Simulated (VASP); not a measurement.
Write the native input for VASP 6.6.1 that does the following.

```
Task                   : single point
Functional             : LDA
Potentials or basis    : VASP PAW LDA potentials, release 64 (Sn_d, Se)
Cutoff                 : 520 eV
k mesh                 : 6 × 6 × 4
Occupations            : gaussian, width 0.05 eV
Spin                   : no spin polarisation
Dipole correction      : no
Further INCAR settings : ALGO = Normal; EDIFF = 1e-06; NBANDS = 28
```

The structure of SnSe lies in POSCAR:

```
SnSe
1.0
    4.0642019702      0.0000000000      0.0000000000
    0.0000000000      4.0642019702      0.0000000000
    0.0000000000      0.0000000000     11.1443172468
Sn Se
2 2
Direct
    0.5000000000      0.0000000000      0.3781633345
    0.0000000000      0.5000000000      0.6218366655
    0.5000000000      0.0000000000      0.6217782147
    0.0000000000      0.5000000000      0.3782217853
```

This cell differs from its parent crystal: strain -0.030 along x and y, +0.015 along z.

One way to write it, as run:

INCAR

```
SYSTEM = SnSe
PREC = Accurate
ENCUT = 520
EDIFF = 1E-6
ISMEAR = 0
SIGMA = 0.05
LREAL = .False.
LASPH = .True.
NELM = 80
ALGO = Normal
ISIF = 2
LWAVE = .False.
LCHARG = .False.
NBANDS = 28
```

KPOINTS

```
regular mesh
0
Gamma
  6 6 4
  0 0 0
```

Potentials or basis: VASP PAW LDA potentials, release 64 (Sn_d, Se).

Command:

```sh
$ cat potpaw_LDA.64/Sn_d/POTCAR potpaw_LDA.64/Se/POTCAR > POTCAR
$ mpirun -np 1 vasp_std > vasp.out
```

Results of the run:

| Item | Value |
| --- | --- |
| Largest force | 0.044 eV/Å |
| Band gap on the k mesh | 1.16 eV (least direct gap 1.39 eV) |

Caveat: the cell differs from its parent crystal (strain -0.030 along x and y, +0.015 along z); there is no dipole correction, which matters where the two faces differ; spin-orbit coupling is left out, which moves the levels of the heavy elements.

Run time: 78 s on 1 thread of Intel(R) Xeon(R) 6975P-C (Granite Rapids), on a shared host, peak memory 0.29 GiB.
